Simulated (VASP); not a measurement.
Wanted: the native input for a VASP 6.6.1 run.

```yaml
Task: single point
Functional: PBEsol
Potentials_or_basis: VASP PAW PBE potentials, release 64 (Ta_pv)
Cutoff: 520 eV
k_mesh: 17 × 17 × 9
Occupations: tetrahedron
Spin: no spin polarisation
Dipole_correction: no
Further_INCAR_settings: ALGO = Normal; EDIFF = 1e-06; NBANDS = 18
```

The structure of Ta lies in POSCAR:

```
Ta
1.0
    2.5613886669      0.0000000000      0.0000000000
   -1.2806943335      2.2182276545      0.0000000000
    0.0000000000      0.0000000000      4.4680295488
Ta
2
Direct
    0.3333333333      0.6666666667      0.2500000000
    0.6666666667      0.3333333333      0.7500000000
```

This isn't the form of Ta at room conditions, which is bcc.

These files were run (other wordings do the same):

INCAR

```
SYSTEM = Ta
ALGO = Normal ; EDIFF = 1E-6
ENCUT = 520 ; GGA = PS
ISIF = 2 ; ISMEAR = -4
LASPH = .TRUE. ; LCHARG = .FALSE.
LREAL = .FALSE. ; LWAVE = .FALSE.
NBANDS = 18 ; NELM = 60
PREC = Accurate ; SIGMA = 0.1
```

KPOINTS

```
k-points
0
G
  17 17 9
  0 0 0
```

Potentials or basis: VASP PAW PBE potentials, release 64 (Ta_pv).

Launch:

```sh
$ cat potpaw_PBE.64/Ta_pv/POTCAR > POTCAR
$ mpirun -np 1 vasp_std > vasp.out
```

Results of the run:

The pressure is 139.0 GPa. The band gap on the k mesh is zero (bands 11 and 12 overlap by 3.86 eV).

Caveat: the cell stands under pressure; the PAW data sets were made with another functional, which shifts forces and pressure a little; spin-orbit coupling is left out, which moves the levels of the heavy elements.

It took 99 s on 1 thread of Intel Xeon 8259CL (shared host), peak memory 0.2 GiB.
